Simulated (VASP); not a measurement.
A run of VASP 6.6.1:

Contents of INCAR:

```
SYSTEM = NaF
  ALGO = Normal
  EDIFF = 1E-7
  ENCUT = 520
  GGA = PS
  ISIF = 2
  ISMEAR = 0
  LASPH = .TRUE.
  LCHARG = .FALSE.
  LREAL = .FALSE.
  LWAVE = .FALSE.
  NBANDS = 14
  NELM = 100
  PREC = Accurate
  SIGMA = 0.02
```

Contents of KPOINTS:

```
k-points
0
G
  8 8 8
  0 0 0
```

File POSCAR:

```
NaF
1.0
    0.0000000000      2.2434534023      2.2434534023
    2.2434534023      0.0000000000      2.2434534023
    2.2434534023      2.2434534023      0.0000000000
Na F
1 1
Direct
    0.0000000000      0.0000000000      0.0000000000
    0.5000000000      0.5000000000      0.5000000000
```

Potentials or basis: VASP PAW PBE potentials, release 64 (Na_pv, F).

Run with:

```sh
$ cat potpaw_PBE.64/Na_pv/POTCAR potpaw_PBE.64/F/POTCAR > POTCAR
$ mpirun -np 1 vasp_std > vasp.out
```

Hardware: 1 thread of Intel Xeon 8259CL, on a shared host.

How long does it take, and how much memory?

Run time: 8.6 s on 1 thread of Intel Xeon 8259CL (shared host), peak memory 0.13 GiB. Counts: scf iterations 13, k points 29.
